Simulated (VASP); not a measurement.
# Al4CoNi3 (Im-3m) in VASP: single point with PBEsol

Aim: the single point of Al4CoNi3 with PBEsol.

Program: VASP 6.6.1. These are calculated values, not measurements. Logs are shortened: lines on timing, memory, paths and dates and some standing lists are left out, and cuts for length are marked.

### 1 The cell of the first run

Symmetry: Im-3m, No. 229, cubic system. Conventional cell: a = 5.774 Å, b = 5.774 Å, c = 5.774 Å, α = 90.00°, β = 90.00°, γ = 90.00°. Al (site symmetry -3m) has 2 Co at 2.50 Å and 6 Ni at 2.50 Å and 6 Al at 2.89 Å within 3.3 Å. Within 3.3 Å of Co (site symmetry m-3m) lie 8 Al at 2.50 Å and 6 Ni at 2.89 Å. Ni (site symmetry 4/mmm) has 8 Al at 2.50 Å and 2 Co at 2.89 Å and 4 Ni at 2.89 Å within 3.3 Å.

### 2 Single point, PBEsol, collinear spin, ferromagnetic start

POSCAR

```
Al4CoNi3
1.0
   -2.8867731962      2.8867731962      2.8867731962
    2.8867731962     -2.8867731962      2.8867731962
    2.8867731962      2.8867731962     -2.8867731962
Al Co Ni
4 1 3
Direct
    0.0000000000      0.5000000000      0.0000000000
    0.5000000000      0.5000000000      0.5000000000
    0.0000000000      0.0000000000      0.5000000000
    0.5000000000      0.0000000000      0.0000000000
    0.0000000000      0.0000000000      0.0000000000
    0.5000000000      0.0000000000      0.5000000000
    0.5000000000      0.5000000000      0.0000000000
    0.0000000000      0.5000000000      0.5000000000
```

INCAR.step1

```
ALGO = Normal
EDIFF = 1E-6
ENCUT = 520
GGA = PS
ISIF = 2
ISMEAR = 0
ISPIN = 2
LASPH = T
LCHARG = T
LMAXMIX = 4
LREAL = F
LWAVE = F
MAGMOM = 0 0 0 0 0.82 0 0 0
NBANDS = 40
NELM = 150
PREC = Accurate
SIGMA = 0.1
```

KPOINTS.step1

```
k-points
0
Gamma
  10 10 10
```

INCAR.step2

```
ALGO = Normal
EDIFF = 1E-6
ENCUT = 520
GGA = PS
ICHARG = 11
ISIF = 2
ISMEAR = -5
ISPIN = 2
LASPH = T
LCHARG = F
LMAXMIX = 4
LORBIT = 11
LREAL = F
LWAVE = F
MAGMOM = 0 0 0 0 0.82 0 0 0
NBANDS = 40
NEDOS = 2001
NELM = 150
PREC = Accurate
SIGMA = 0.1
```

KPOINTS.step2

```
k-points
0
Gamma
  15 15 15
```

Potentials or basis: VASP PAW PBE potentials, release 64 (Al, Co, Ni).

The run is started by

```bash
$ cat potpaw_PBE.64/Al/POTCAR potpaw_PBE.64/Co/POTCAR potpaw_PBE.64/Ni/POTCAR > POTCAR
$ cp INCAR.step1 INCAR
$ cp KPOINTS.step1 KPOINTS
$ mpirun -np 1 vasp_std > vasp.out
$ cp INCAR.step2 INCAR
$ cp KPOINTS.step2 KPOINTS
$ mpirun -np 1 vasp_std > vasp.out
```

OUTCAR:

```text
EDIFF = 1E-6
   ENCUT = 520
   GGA = PS
   ICHARG = 11
   ISIF = 2
   ISMEAR = -5
   ISPIN = 2
   LASPH = T
   LORBIT = 11
   LREAL = F
   NELM = 150
   PREC = Accurate

 ion  position               nearest neighbor table
   1  0.000  0.500  0.000-   5 2.50   6 2.50   7 2.50   8 2.50   8 2.50   5 2.50   7 2.50   6 2.50
                             4 2.89   3 2.89   2 2.89   2 2.89   4 2.89   3 2.89
   2  0.500  0.500  0.500-   5 2.50   6 2.50   7 2.50   8 2.50   7 2.50   6 2.50   8 2.50   5 2.50
                             4 2.89   4 2.89   1 2.89   1 2.89   3 2.89   3 2.89
   3  0.000  0.000  0.500-   5 2.50   6 2.50   7 2.50   8 2.50   5 2.50   8 2.50   6 2.50   7 2.50
                             4 2.89   1 2.89   1 2.89   4 2.89   2 2.89   2 2.89
   4  0.500  0.000  0.000-   5 2.50   6 2.50   7 2.50   8 2.50   6 2.50   7 2.50   5 2.50   8 2.50
                             3 2.89   2 2.89   1 2.89   3 2.89   1 2.89   2 2.89
   5  0.000  0.000  0.000-   1 2.50   2 2.50   3 2.50   4 2.50   3 2.50   1 2.50   4 2.50   2 2.50
                             7 2.89   8 2.89   8 2.89   6 2.89   7 2.89   6 2.89
   6  0.500  0.000  0.500-   1 2.50   2 2.50   3 2.50   4 2.50   4 2.50   2 2.50   3 2.50   1 2.50
                             7 2.89   7 2.89   8 2.89   5 2.89   8 2.89   5 2.89
   7  0.500  0.500  0.000-   1 2.50   2 2.50   3 2.50   4 2.50   2 2.50   4 2.50   1 2.50   3 2.50
                             6 2.89   6 2.89   8 2.89   8 2.89   5 2.89   5 2.89
   8  0.000  0.500  0.500-   1 2.50   2 2.50   3 2.50   4 2.50   1 2.50   3 2.50   2 2.50   4 2.50
                             6 2.89   5 2.89   7 2.89   7 2.89   6 2.89   5 2.89

  LATTYP: Found a body centered cubic cell.
 ALAT       =     5.7735463924

  Lattice vectors:

 A1 = (  -2.8867731962,   2.8867731962,   2.8867731962)
 A2 = (   2.8867731962,  -2.8867731962,   2.8867731962)
 A3 = (   2.8867731962,   2.8867731962,  -2.8867731962)

Analysis of symmetry for initial positions (statically):
=====================================================================
 Subroutine PRICEL returns:
 Original cell was already a primitive cell.

 Routine SETGRP: Setting up the symmetry group for a
 body centered cubic supercell.

 Subroutine GETGRP returns: Found 48 space group operations
 (whereof 48 operations were pure point group operations)
 out of a pool of 48 trial point group operations.

The static configuration has the point symmetry O_h .

Analysis of symmetry for dynamics (positions and initial velocities):
=====================================================================
 Subroutine PRICEL returns:
 Original cell was already a primitive cell.

 Routine SETGRP: Setting up the symmetry group for a
 body centered cubic supercell.

 Subroutine GETGRP returns: Found 48 space group operations
 (whereof 48 operations were pure point group operations)
 out of a pool of 48 trial point group operations.

The dynamic configuration has the point symmetry O_h .

Analysis of structural, dynamic, and magnetic symmetry:
=====================================================================
 Subroutine PRICEL returns:
 Original cell was already a primitive cell.

 Routine SETGRP: Setting up the symmetry group for a
 body centered cubic supercell.

 Subroutine GETGRP returns: Found 48 space group operations
 (whereof 48 operations were pure point group operations)
 out of a pool of 48 trial point group operations.

The overall configuration has the point symmetry O_h .

 Subroutine INISYM returns: Found 48 space group operations
 (whereof 48 operations are pure point group operations),
 and found     1 'primitive' translations

----------------------------------------------------------------------------------------

                                     Primitive cell

  volume of cell :      96.2272

  direct lattice vectors                    reciprocal lattice vectors
    -2.886773196  2.886773196  2.886773196     0.000000000  0.173203770  0.173203770
     2.886773196 -2.886773196  2.886773196     0.173203770  0.000000000  0.173203770
     2.886773196  2.886773196 -2.886773196     0.173203770  0.173203770  0.000000000

  length of vectors
     5.000037846  5.000037846  5.000037846     0.244947120  0.244947120  0.244947120

  position of ions in fractional coordinates (direct lattice)
     0.000000000  0.500000000  0.000000000
     0.500000000  0.500000000  0.500000000
     0.000000000  0.000000000  0.500000000
     0.500000000  0.000000000  0.000000000
     0.000000000  0.000000000  0.000000000
     0.500000000  0.000000000  0.500000000
     0.500000000  0.500000000  0.000000000
     0.000000000  0.500000000  0.500000000

  ion indices of the primitive-cell ions
   primitive index   ion index
                 1           1
                 2           2
                 3           3
                 4           4
                 5           5
                 6           6
                 7           7
                 8           8

----------------------------------------------------------------------------------------

 KPOINTS: k-points

Automatic generation of k-mesh.
 Grid dimensions read from file:
 generate k-points for:   15   15   15

 Generating k-lattice:

  Cartesian coordinates                     Fractional coordinates (reciprocal lattice)
     0.000000000  0.011546918  0.011546918     0.066666667  0.000000000  0.000000000
     0.011546918  0.000000000  0.011546918     0.000000000  0.066666667  0.000000000
     0.011546918  0.011546918  0.000000000     0.000000000  0.000000000  0.066666667

  Length of vectors
     0.016329808  0.016329808  0.016329808

  Shift w.r.t. Gamma in fractional coordinates (k-lattice)
     0.000000000  0.000000000  0.000000000

 TETIRR: Found   3891 inequivalent tetrahedra from    20250

 Subroutine IBZKPT returns following result:
 ===========================================

 Found    120 irreducible k-points:

 Following reciprocal coordinates:
            Coordinates               Weight
  0.000000  0.000000  0.000000      1.000000
  0.066667  0.000000  0.000000     12.000000
  0.133333  0.000000  0.000000     12.000000
  0.200000  0.000000  0.000000     12.000000
  0.266667  0.000000  0.000000     12.000000
  0.333333  0.000000  0.000000     12.000000
[... 16 lines left out ...]
  0.333333  0.200000  0.000000     48.000000
  0.400000  0.200000  0.000000     24.000000
 [... further k-points ...]
   k-points           NKPTS =    120   k-points in BZ     NKDIM =    120   number of bands    NBANDS=     40
   number of dos      NEDOS =   2001   number of ions     NIONS =      8
   total plane-waves  NPLWV =  64000
   dimension x,y,z NGX =    40 NGY =   40 NGZ =   40
   dimension x,y,z NGXF=    80 NGYF=   80 NGZF=   80
   ions per type =               4   1   3
   NGX,Y,Z   is equivalent  to a cutoff of  13.30, 13.30, 13.30 a.u.
   NGXF,Y,Z  is equivalent  to a cutoff of  26.60, 26.60, 26.60 a.u.
 SYSTEM =  unknown system
   PREC   = accura    normal or accurate (medium, high low for compatibility)
   ISTART =      0    job   : 0-new  1-cont  2-samecut
   ICHARG =     11    charge: 1-file 2-atom 10-const
   ISPIN  =      2    spin polarized calculation?
   LNONCOLLINEAR =      F non collinear calculations
   LSORBIT =      F    spin-orbit coupling
   LASPH  =      T    aspherical Exc in radial PAW
   ENCUT  =  520.0 eV  38.22 Ry    6.18 a.u.   9.30  9.30  9.30*2*pi/ulx,y,z
   NELM   =    150;   NELMIN=  2; NELMDL=  0     # of ELM steps
   EDIFF  = 0.1E-05   stopping-criterion for ELM
   LREAL  =      F    real-space projection
   EDIFFG = 0.1E-04   stopping-criterion for IOM
   NSW    =      0    number of steps for IOM
   IBRION =     -1    ionic relax: 0-MD 1-quasi-New 2-CG
   NFREE  =      0    steps in history (QN), initial steepest desc. (CG)
   ISIF   =      2    stress and relaxation
   ISYM   =      2    0-nonsym 1-usesym 2-fastsym
   POTIM  = 0.5000    time-step for ionic-motion
   TEBEG  =    0.0;   TEEND  =   0.0 temperature during run
   PSTRESS=    0.0 pullay stress
   NELECT =      51.0000    total number of electrons
   NUPDOWN=      -1.0000    fix difference up-down
   EMIN   =  10.00;   EMAX   =-10.00  energy-range for DOS
   EFERMI =   0.00;   METHOD = LEGACY
   ISMEAR =    -5;   SIGMA  =   0.10  broadening in eV -4-tet -1-fermi 0-gaus
   EFERMI_NEDOS =   21; number of points for ismear=-14 and -15
   IALGO  =     38    algorithm
   IMIX   =      4    mixing-type and parameters
     AMIX     =   0.40;   BMIX     =  1.00
     AMIX_MAG =   1.60;   BMIX_MAG =  1.00
  volume/ion in A,a.u.               =      12.03        81.17
  Fermi-wavevector in a.u.,A,eV,Ry     =   1.324846  2.503597 23.881194  1.755218
  Thomas-Fermi vector in A             =   2.454351
   LORBIT       =     11    0 simple, 1 ext, 2 COOP (PROOUT), +10 PAW based schemes
   GGA     = PS    functional components
   LHFCALC =     F    Hartree Fock is set to
   AEXX    =    0.0000 exact exchange contribution
   IVDW    =     0    specifies the selected vdW correction
   LEPSILON=     F    determine dielectric tensor
   LRPA    =     F    only Hartree local field effects (RPA)
 spin polarized calculation
 Fermi weights with tetrahedron method with Bloechl corrections
  energy-cutoff  :      520.00
  volume of cell :       96.23
 maximum number of plane-waves:      2610
 NGX is ok and might be reduce to    40

 number of electron      51.0000039 magnetization       0.7648944

 Free energy of the ion-electron system (eV)
  ---------------------------------------------------
  ext. energy  EPLUGINS =         0.00000000
  ---------------------------------------------------
  free energy    TOTEN  =       -47.66936378 eV

  energy without entropy =      -47.66936378  energy(sigma->0) =      -47.66936378

 E-fermi :   9.8823     XC(G=0): -12.1520

 val. band max:        9.9541905883   @ k =  -0.4667  -0.4667   0.1333
 cond. band min:       9.8518192262   @ k =   0.2667   0.1333   0.0000
 fundamental gap:     -0.1023713621
 Fermi energy:         9.8822859248

 spin component 1

 k-point     1 :       0.0000    0.0000    0.0000
  band No.  band energies     occupation
      1      -1.1717      1.00000
      2       4.5993      1.00000
      3       4.5993      1.00000
      4       4.5993      1.00000
      5       6.4792      1.00000
      6       6.4792      1.00000
[... 29 lines left out ...]
     36      15.3937      0.00000
     37      18.0608      0.00000
[... 918 lines left out ...]
     36      16.4391      0.00000
     37      16.4447      0.00000

 [... further k-points ...]

 spin component 2

 k-point     1 :       0.0000    0.0000    0.0000
  band No.  band energies     occupation
      1      -1.1667      1.00000
      2       4.6413      1.00000
      3       4.6413      1.00000
      4       4.6413      1.00000
      5       6.5640      1.00000
      6       6.5640      1.00000
[... 29 lines left out ...]
     36      15.3988      0.00000
     37      18.1385      0.00000
[... 918 lines left out ...]
     36      16.4726      0.00000
     37      16.4976      0.00000

 [... further k-points ...]

 [bands above 37 left out]

------------------------ aborting loop because EDIFF is reached ----------------------------------------

  FORCE on cell =-STRESS in cart. coord.  units (eV):
  Direction    XX          YY          ZZ          XY          YZ          ZX
  --------------------------------------------------------------------------------------
  -------------------------------------------------------------------------------------
  Total       -2.8541407     -2.8541407     -2.8541407      0.0000000     -0.0000000      0.0000000
  in kB      -47.5212637    -47.5212637    -47.5212637      0.0000000     -0.0000000      0.0000000
  external PRESSURE =     -47.5212637 kB  Pullay stress =       0.0000000 kB

 VOLUME and BASIS-vectors are now :
 -----------------------------------------------------------------------------
  energy-cutoff  :      520.00
  volume of cell :       96.23
      direct lattice vectors                 reciprocal lattice vectors
    -2.886773196  2.886773196  2.886773196     0.000000000  0.173203770  0.173203770
     2.886773196 -2.886773196  2.886773196     0.173203770  0.000000000  0.173203770
     2.886773196  2.886773196 -2.886773196     0.173203770  0.173203770  0.000000000

 POSITION                                       TOTAL-FORCE (eV/Angst)
 -----------------------------------------------------------------------------------
      1.44339     -1.44339      1.44339         0.000000      0.000000     -0.000000
      1.44339      1.44339      1.44339         0.000000      0.000000     -0.000000
      1.44339      1.44339     -1.44339         0.000000      0.000000     -0.000000
     -1.44339      1.44339      1.44339         0.000000      0.000000     -0.000000
      0.00000      0.00000      0.00000         0.000000      0.000000     -0.000000
      0.00000      2.88677      0.00000        -0.000000      0.000000     -0.000000
      0.00000      0.00000      2.88677        -0.000000     -0.000000      0.000000
      2.88677      0.00000      0.00000        -0.000000     -0.000000      0.000000
 -----------------------------------------------------------------------------------
    total drift:                               -0.000000     -0.000000      0.000000

  FREE ENERGIE OF THE ION-ELECTRON SYSTEM (eV)
  ---------------------------------------------------
  free  energy   TOTEN  =       -47.6693637801 eV

  energy  without entropy=      -47.6693637801  energy(sigma->0) =      -47.66936378

 total charge

# of ion       s       p       d       tot
------------------------------------------
    1        0.384   0.411   0.000   0.795
    2        0.384   0.411   0.000   0.795
    3        0.384   0.411   0.000   0.795
    4        0.384   0.411   0.000   0.795
    5        0.430   0.473   7.485   8.389
    6        0.477   0.516   8.471   9.464
    7        0.477   0.516   8.471   9.464
    8        0.477   0.516   8.471   9.464
--------------------------------------------------
tot          3.396   3.665  32.898  39.959

 magnetization (x)

# of ion       s       p       d       tot
------------------------------------------
    1       -0.001   0.001   0.000  -0.000
    2       -0.001   0.001   0.000  -0.000
    3       -0.001   0.001   0.000  -0.000
    4       -0.001   0.001   0.000  -0.000
    5        0.007   0.003   0.589   0.599
    6        0.004   0.000   0.063   0.068
    7        0.004   0.000   0.063   0.068
    8        0.004   0.000   0.063   0.068
--------------------------------------------------
tot          0.016   0.006   0.779   0.801
```

Wall time 35 min (1 thread of Oxide Virtual Turin-like, shared host); peak memory 0.73 GiB.

Results:

```yaml
Net_moment: 0.76 μB per cell
Site_moments: Al -0.00; Co +0.60; Ni +0.07 μB
Valence_electrons_inside_the_program's_atomic_spheres: Al 0.80; Co 8.39; Ni 9.46
```

Levels at points of the mesh, in eV from the Fermi level:
Spin up:
```tsv
k point	band 23	band 24	band 25	band 26	band 27	band 28	band 29	band 30
(0.00, 0.00, 0.00)	-1.38	-1.38	-1.12	-0.96	-0.96	1.50	1.50	1.66
```
Spin down:
| k point | band 23 | band 24 | band 25 | band 26 | band 27 | band 28 |
| --- | --- | --- | --- | --- | --- | --- |
| (0.00, 0.00, 0.00) | -1.14 | -1.14 | -1.03 | -0.55 | -0.55 | 1.73 |

Caveat: the PAW data sets were made with another functional, which shifts forces and pressure a little; tetrahedron occupations give inexact forces and stress in metals.
